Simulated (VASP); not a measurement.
# Rb (I4/mmm) in VASP: further runs

The runs below take Rb through single point, with PBE.

Program: VASP 6.6.1. These are calculated values, not measurements. Logs are shortened: lines on timing, memory, paths and dates and some standing lists are left out, and cuts for length are marked.

## Step 1: The cell of the first run

The structure is tetragonal, space group I4/mmm (No. 139). The conventional cell has a = 5.521 Å, b = 5.521 Å, c = 5.798 Å, α = 90.00°, β = 90.00°, γ = 90.00°.

## Step 2: Single point, PBE

INCAR reads:

```
  PREC = Accurate
  ENCUT = 520
  EDIFF = 1E-7
  ISMEAR = 0
  SIGMA = 0.15
  LREAL = F
  LASPH = T
  NELM = 80
  ALGO = Fast
  ISIF = 2
  LWAVE = F
  LCHARG = F
  GGA = PE
  NBANDS = 10
```

KPOINTS reads:

```
regular mesh
0
Gamma
  14 14 14
```

POSCAR reads:

```
Rb
1.0
   -2.7607340199      2.7607340199      2.8987707209
    2.7607340199     -2.7607340199      2.8987707209
    2.7607340199      2.7607340199     -2.8987707209
Rb
1
Direct
    0.0000000000      0.0000000000      0.0000000000
```

Potentials or basis: VASP PAW PBE potentials, release 64 (Rb_sv).

Launch:

```
> cat potpaw_PBE.64/Rb_sv/POTCAR > POTCAR
> mpirun -np 1 vasp_std > vasp.out
```

OUTCAR:

```text
PREC = Accurate
   ENCUT = 520
   EDIFF = 1E-7
   ISMEAR = 0
   LREAL = F
   LASPH = T
   NELM = 80
   ISIF = 2
   GGA = PE

 ion  position               nearest neighbor table
   1  0.000  0.000  0.000-

  LATTYP: Found a body centered tetragonal cell.
 ALAT       =     5.5214680398
 C/A-ratio  =     1.0500000000

  Lattice vectors:

 A1 = (  -2.7607340199,   2.7607340199,   2.8987707209)
 A2 = (   2.7607340199,  -2.7607340199,   2.8987707209)
 A3 = (   2.7607340199,   2.7607340199,  -2.8987707209)

Analysis of symmetry for initial positions (statically):
=====================================================================
 Subroutine PRICEL returns:
 Original cell was already a primitive cell.

 Routine SETGRP: Setting up the symmetry group for a
 body centered tetragonal supercell.

 Subroutine GETGRP returns: Found 16 space group operations
 (whereof 16 operations were pure point group operations)
 out of a pool of 16 trial point group operations.

The static configuration has the point symmetry D_4h.

Analysis of symmetry for dynamics (positions and initial velocities):
=====================================================================
 Subroutine PRICEL returns:
 Original cell was already a primitive cell.

 Routine SETGRP: Setting up the symmetry group for a
 body centered tetragonal supercell.

 Subroutine GETGRP returns: Found 16 space group operations
 (whereof 16 operations were pure point group operations)
 out of a pool of 16 trial point group operations.

The dynamic configuration has the point symmetry D_4h.

 Subroutine INISYM returns: Found 16 space group operations
 (whereof 16 operations are pure point group operations),
 and found     1 'primitive' translations

----------------------------------------------------------------------------------------

                                     Primitive cell

  volume of cell :      88.3737

  direct lattice vectors                    reciprocal lattice vectors
    -2.760734020  2.760734020  2.898770721     0.000000000  0.181111254  0.172486908
     2.760734020 -2.760734020  2.898770721     0.181111254  0.000000000  0.172486908
     2.760734020  2.760734020 -2.898770721     0.181111254  0.181111254  0.000000000

  length of vectors
     4.862733424  4.862733424  4.862733424     0.250106017  0.250106017  0.256129992

  position of ions in fractional coordinates (direct lattice)
     0.000000000  0.000000000  0.000000000

  ion indices of the primitive-cell ions
   primitive index   ion index
                 1           1

----------------------------------------------------------------------------------------

 KPOINTS: regular mesh

Automatic generation of k-mesh.
 Grid dimensions read from file:
 generate k-points for:   14   14   14

 Generating k-lattice:

  Cartesian coordinates                     Fractional coordinates (reciprocal lattice)
     0.000000000  0.012936518  0.012320493     0.071428571 -0.000000000  0.000000000
     0.012936518  0.000000000  0.012320493    -0.000000000  0.071428571  0.000000000
     0.012936518  0.012936518  0.000000000     0.000000000  0.000000000  0.071428571

  Length of vectors
     0.017864716  0.017864716  0.018294999

  Shift w.r.t. Gamma in fractional coordinates (k-lattice)
     0.000000000  0.000000000  0.000000000

 Subroutine IBZKPT returns following result:
 ===========================================

 Found    244 irreducible k-points:

 Following reciprocal coordinates:
            Coordinates               Weight
  0.000000  0.000000  0.000000      1.000000
  0.071429  0.000000 -0.000000      8.000000
  0.142857  0.000000  0.000000      8.000000
  0.214286  0.000000  0.000000      8.000000
  0.285714  0.000000  0.000000      8.000000
  0.357143  0.000000  0.000000      8.000000
[... 16 lines left out ...]
  0.214286  0.142857  0.000000     16.000000
  0.285714  0.142857  0.000000     16.000000
 [... further k-points ...]
   k-points           NKPTS =    244   k-points in BZ     NKDIM =    244   number of bands    NBANDS=     10
   number of dos      NEDOS =    301   number of ions     NIONS =      1
   total plane-waves  NPLWV =  46656
   dimension x,y,z NGX =    36 NGY =   36 NGZ =   36
   dimension x,y,z NGXF=    72 NGYF=   72 NGZF=   72
   ions per type =               1
   NGX,Y,Z   is equivalent  to a cutoff of  12.31, 12.31, 12.31 a.u.
   NGXF,Y,Z  is equivalent  to a cutoff of  24.62, 24.62, 24.62 a.u.
 SYSTEM =  unknown system
   PREC   = accura    normal or accurate (medium, high low for compatibility)
   ISTART =      0    job   : 0-new  1-cont  2-samecut
   ICHARG =      2    charge: 1-file 2-atom 10-const
   ISPIN  =      1    spin polarized calculation?
   LNONCOLLINEAR =      F non collinear calculations
   LSORBIT =      F    spin-orbit coupling
   LASPH  =      T    aspherical Exc in radial PAW
   ENCUT  =  520.0 eV  38.22 Ry    6.18 a.u.   9.04  9.04  9.04*2*pi/ulx,y,z
   NELM   =     80;   NELMIN=  2; NELMDL= -5     # of ELM steps
   EDIFF  = 0.1E-06   stopping-criterion for ELM
   LREAL  =      F    real-space projection
   EDIFFG = 0.1E-05   stopping-criterion for IOM
   NSW    =      0    number of steps for IOM
   IBRION =     -1    ionic relax: 0-MD 1-quasi-New 2-CG
   NFREE  =      0    steps in history (QN), initial steepest desc. (CG)
   ISIF   =      2    stress and relaxation
   ISYM   =      2    0-nonsym 1-usesym 2-fastsym
   POTIM  = 0.5000    time-step for ionic-motion
   TEBEG  =    0.0;   TEEND  =   0.0 temperature during run
   PSTRESS=    0.0 pullay stress
   NELECT =       9.0000    total number of electrons
   NUPDOWN=      -1.0000    fix difference up-down
   EMIN   =  10.00;   EMAX   =-10.00  energy-range for DOS
   EFERMI =   0.00;   METHOD = LEGACY
   ISMEAR =     0;   SIGMA  =   0.15  broadening in eV -4-tet -1-fermi 0-gaus
   EFERMI_NEDOS =   21; number of points for ismear=-14 and -15
   IALGO  =     68    algorithm
   IMIX   =      4    mixing-type and parameters
     AMIX     =   0.40;   BMIX     =  1.00
     AMIX_MAG =   1.60;   BMIX_MAG =  1.00
  volume/ion in A,a.u.               =      88.37       596.38
  Fermi-wavevector in a.u.,A,eV,Ry     =   0.764507  1.444708  7.952205  0.584471
  Thomas-Fermi vector in A             =   1.864423
   LORBIT       =      0    0 simple, 1 ext, 2 COOP (PROOUT), +10 PAW based schemes
   GGA     = PE    functional components
   LHFCALC =     F    Hartree Fock is set to
   AEXX    =    0.0000 exact exchange contribution
   IVDW    =     0    specifies the selected vdW correction
   LEPSILON=     F    determine dielectric tensor
   LRPA    =     F    only Hartree local field effects (RPA)
 non-spin polarized calculation
 RMM-DIIS sequential band-by-band and
 Gauss-broadening in eV      SIGMA  =   0.15
  energy-cutoff  :      520.00
  volume of cell :       88.37
 maximum number of plane-waves:      2414
   NGX = 19   NGY = 19   NGZ = 19

 number of electron       9.0000000 magnetization

 Free energy of the ion-electron system (eV)
  ---------------------------------------------------
  ext. energy  EPLUGINS =         0.00000000
  ---------------------------------------------------
  free energy    TOTEN  =        -0.94026834 eV

  energy without entropy =       -0.92989308  energy(sigma->0) =       -0.93508071

 E-fermi :   0.0782     XC(G=0):  -5.5372

 val. band max:        0.0698913465   @ k =  -0.2857   0.4286   0.1429
 cond. band min:       0.0786672433   @ k =  -0.4286   0.4286   0.0714
 fundamental gap:      0.0087758969
 Fermi energy:         0.0781737943

 k-point     1 :       0.0000    0.0000    0.0000
  band No.  band energies     occupation
      1     -28.8091      2.00000
      2     -12.8484      2.00000
      3     -12.8484      2.00000
      4     -12.8482      2.00000
      5      -1.9325      2.00000
      6       3.7114      0.00000
      7       3.7114      0.00000
      8       3.9547      0.00000
      9       4.5650      0.00000
     10       4.9080      0.00000

 k-point     2 :       0.0714    0.0000   -0.0000
  band No.  band energies     occupation
      1     -28.8089      2.00000
      2     -12.8537      2.00000
      3     -12.8501      2.00000
      4     -12.8483      2.00000
      5      -1.8714      2.00000
      6       3.6256      0.00000
      7       3.6861      0.00000
      8       3.9527      0.00000
      9       4.4547      0.00000
     10       4.8452      0.00000

 k-point     3 :       0.1429    0.0000    0.0000
  band No.  band energies     occupation
      1     -28.8082      2.00000
      2     -12.8688      2.00000
      3     -12.8548      2.00000
      4     -12.8482      2.00000
      5      -1.6909      2.00000
      6       3.2938      0.00000
      7       3.5276      0.00000
      8       4.0767      0.00000
      9       4.3646      0.00000
     10       4.7565      0.00000

 k-point     4 :       0.2143    0.0000    0.0000
  band No.  band energies     occupation
      1     -28.8072      2.00000
      2     -12.8903      2.00000
      3     -12.8615      2.00000
      4     -12.8481      2.00000
      5      -1.3999      2.00000
      6       2.7881      0.00000
      7       3.2968      0.00000
      8       4.3464      0.00000
      9       4.4203      0.00000
     10       4.7089      0.00000

 k-point     5 :       0.2857    0.0000    0.0000
  band No.  band energies     occupation
      1     -28.8062      2.00000
      2     -12.9139      2.00000
      3     -12.8689      2.00000
      4     -12.8479      2.00000
      5      -1.0131      2.00000
      6       2.2468      0.00000
      7       3.0773      0.00000
      8       4.4930      0.00000
      9       4.7289      0.00000
     10       4.7401      0.00000

 k-point     6 :       0.3571    0.0000    0.0000
  band No.  band energies     occupation
      1     -28.8052      2.00000
      2     -12.9350      2.00000
      3     -12.8756      2.00000
      4     -12.8478      2.00000
      5      -0.5526      2.00000
      6       1.7104      0.00000
      7       2.9055      0.00000
      8       4.4709      0.00000
      9       4.8627      0.00000
     10       5.2088      0.00000
[... 183 lines left out ...]
 k-point    21 :      -0.0714    0.0714    0.0000
  band No.  band energies     occupation
      1     -28.8089      2.00000
      2     -12.8538      2.00000
      3     -12.8501      2.00000
      4     -12.8486      2.00000
      5      -1.8684      2.00000
      6       3.6112      0.00000
      7       3.7676      0.00000
      8       3.8527      0.00000
      9       4.5492      0.00000
     10       4.7512      0.00000

 k-point    22 :       0.1429    0.1429    0.0000
  band No.  band energies     occupation
      1     -28.8068      2.00000
      2     -12.8987      2.00000
      3     -12.8631      2.00000
      4     -12.8519      2.00000
      5      -1.2402      2.00000
      6       2.6832      0.00000
      7       3.0363      0.00000
      8       4.2796      0.00000
      9       4.4602      0.00000
     10       5.0276      0.00000

 k-point    23 :       0.2143    0.1429    0.0000
  band No.  band energies     occupation
      1     -28.8058      2.00000
      2     -12.9168      2.00000
      3     -12.8717      2.00000
      4     -12.8531      2.00000
      5      -0.8638      2.00000
      6       2.2556      0.00000
      7       2.7843      0.00000
      8       4.3600      0.00000
      9       4.6544      0.00000
     10       5.1210      0.00000

 k-point    24 :       0.2857    0.1429    0.0000
  band No.  band energies     occupation
      1     -28.8049      2.00000
      2     -12.9326      2.00000
      3     -12.8804      2.00000
      4     -12.8537      2.00000
      5      -0.4106      2.00000
      6       1.7839      0.00000
      7       2.6046      0.00000
      8       4.3247      0.00000
      9       4.8066      0.00000
     10       5.2833      0.00000

 [... further k-points ...]

------------------------ aborting loop because EDIFF is reached ----------------------------------------

  FORCE on cell =-STRESS in cart. coord.  units (eV):
  Direction    XX          YY          ZZ          XY          YZ          ZX
  --------------------------------------------------------------------------------------
  -------------------------------------------------------------------------------------
  Total        0.0531224      0.0531224      0.0435503      0.0000000      0.0000000      0.0000000
  in kB        0.9630856      0.9630856      0.7895492      0.0000000      0.0000000      0.0000000
  external PRESSURE =       0.9052401 kB  Pullay stress =       0.0000000 kB

 VOLUME and BASIS-vectors are now :
 -----------------------------------------------------------------------------
  energy-cutoff  :      520.00
  volume of cell :       88.37
      direct lattice vectors                 reciprocal lattice vectors
    -2.760734020  2.760734020  2.898770721     0.000000000  0.181111254  0.172486908
     2.760734020 -2.760734020  2.898770721     0.181111254  0.000000000  0.172486908
     2.760734020  2.760734020 -2.898770721     0.181111254  0.181111254  0.000000000

 POSITION                                       TOTAL-FORCE (eV/Angst)
 -----------------------------------------------------------------------------------
      0.00000      0.00000      0.00000         0.000000      0.000000      0.000000
 -----------------------------------------------------------------------------------
    total drift:                               -0.000000      0.000000      0.000000

  FREE ENERGIE OF THE ION-ELECTRON SYSTEM (eV)
  ---------------------------------------------------
  free  energy   TOTEN  =        -0.9402683435 eV

  energy  without entropy=       -0.9298930836  energy(sigma->0) =       -0.93508071
```

It took 3.1 min on 1 thread of Intel Xeon Platinum 8488C (Sapphire Rapids), shared host; peak memory 0.34 GiB.

Results:

* Free energy: -0.9403 eV
* Pressure: 0.1 GPa

(Part 1 of 2 ends here.)
